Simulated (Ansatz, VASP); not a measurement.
## Sn in VASP and in Ansatz

```
Sn
1.0
     3.08843    0.00000    0.00000
     0.00000    3.08843    0.00000
     0.00000    0.00000    3.08843
Sn
1
Direct
  0.00000 0.00000 0.00000
```

Alike in both runs: task relaxation of cell and atoms; functional PBE; k mesh 13 × 13 × 13; occupations fermi-dirac, width 0.05 eV; no spin polarisation.

|  | VASP | Ansatz |
| --- | --- | --- |
| version | VASP 6.6.1 | Ansatz 0.2.0 |
| potentials or method | VASP PAW PBE potentials, release 64 (Sn_d), cutoff 600 eV | all-electron LAPW, non-relativistic |

Ansatz gave:

```
relaxed volume (Å³/atom)                                     : 29.56
relaxed cell length with the largest relative difference (Å) : 3.092
```

Problem. Estimate VASP's values.

Solution. Relaxed volume (Å³/atom): 29.46; relaxed cell length with the largest relative difference (Å): 3.088.

Ansatz ran all-electron here, and VASP with PAW potentials.

Noted on VASP's run: the relaxation stopped at its first step, so nothing moved.
